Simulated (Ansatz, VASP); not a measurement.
# One calculation of MgO, two programs

```
Mg O
1.0
     0.00000    2.11600    2.11600
     2.11600    0.00000    2.11600
     2.11600    2.11600    0.00000
Mg O
1 1
Direct
  0.00000 0.00000 0.00000
  0.50000 0.50000 0.50000
```

Alike in both runs: task single point; functional PBE; k mesh 9 × 9 × 9; occupations fermi-dirac, width 0.02 eV; no spin polarisation.

|  | VASP | Ansatz |
| --- | --- | --- |
| version | VASP 6.6.1 | Ansatz 0.2.0 |
| potentials or method | VASP PAW PBE potentials, release 64 (Mg, O), cutoff 600 eV | PAW, plane waves, scalar-relativistic |
| valence electrons in the cell | 8 | 16 |

|  | VASP | Ansatz | Ansatz less VASP |
| --- | --- | --- | --- |
| pressure (GPa) | 1.4 | 2.4 | +0.98 |

VASP's potentials hold 8 valence electrons a cell and Ansatz's 16, so a difference there can come from the potentials and not from the codes.
